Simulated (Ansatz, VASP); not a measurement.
**One calculation of Si16O, two programs**

```xyz
17
Lattice="0.0000 5.4300 5.4300 5.4300 0.0000 5.4300 5.4300 5.4300 0.0000" Properties=species:S:1:pos:R:3 pbc="T T T"
Si    0.0065    0.0097    0.0220
Si    1.3863    1.3466    1.3774
Si    2.7259    2.6922   -0.0187
Si    4.0625    4.0669    1.3423
Si    2.4407   -0.0815    2.9654
Si    3.9952    1.2784    4.1004
Si    5.3247    2.6324    2.7073
Si    6.5281    3.9378    4.2535
Si    0.1400    2.9737    2.5379
Si    1.4435    4.1765    4.0888
Si    2.7915    5.5098    2.6916
Si    4.1533    7.0648    3.8254
Si    2.7012    2.7018    5.4388
Si    3.7720    4.0591    6.9827
Si    5.4379    5.7309    5.2408
Si    6.7933    6.8012    6.7855
O     4.0471    5.4455    6.1061
```

Alike in both runs: functional PBEsol; k mesh 2 × 2 × 2; occupations gaussian, width 0.05 eV; collinear spin.

Ansatz relaxed the structure, and its values are those at the end. VASP's run is a single point on that final structure, the one shown.

|  | VASP | Ansatz |
| --- | --- | --- |
| version | VASP 6.6.1 | Ansatz 0.2.0 |
| potentials or method | VASP PAW PBE potentials, release 64 (Si, O), cutoff 520 eV | scalar-relativistic, plane waves, PAW |
| valence electrons in the cell | 70 | 70 |

|  | VASP | Ansatz | Ansatz less VASP |
| --- | --- | --- | --- |
| rms of the force components (eV/Å) | 0.020 | 0.006 | -0.0138 |
| net moment per atom (μB) | 0.00 | 0.00 | 0.000 |

VASP's potentials were made for PBE, not for PBEsol, and Ansatz warns of the same on its side. The functional is the same, so the differences come from potentials, cutoffs and numerics. Ansatz's warnings: filled band counts differ across k points, seeded moment not kept.

The k mesh is coarse, so the values compare programs but aren't converged.
